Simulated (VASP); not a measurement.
Au, 1 atom in the cell. Symmetry: Fm-3m, No. 225, cubic system. The conventional cell has a = 4.097 Å, b = 4.097 Å, c = 4.097 Å, α = 90.00°, β = 90.00°, γ = 90.00°. Au (site symmetry m-3m) has 12 Au at 2.90 Å within 3.8 Å. 

- Program: VASP 6.6.1
- Task: single point
- Functional: PBE
- Potentials or basis: VASP PAW PBE potentials, release 64 (Au)
- Cutoff: 500 eV
- k mesh: 11 × 11 × 11
- Occupations: methfessel-paxton, width 0.01 eV
- Spin: no spin polarisation
- Dipole correction: no
- Further INCAR settings: ALGO = Normal; EDIFF = 1e-06; NBANDS = 12

Potentials or basis: VASP PAW PBE potentials, release 64 (Au).

Run with:

```sh
$ cat potpaw_PBE.64/Au/POTCAR > POTCAR
$ mpirun -np 1 vasp_std > vasp.out
```

Hardware: 1 thread of Intel(R) Xeon(R) 6975P-C (Granite Rapids), on a shared host.

**Question.** Estimate the wall time of this run.

**Answer.** It took 9.1 s on 1 thread of Intel(R) Xeon(R) 6975P-C (Granite Rapids), on a shared host, peak memory 0.14 GiB. Counts: scf iterations 12, k points 56.
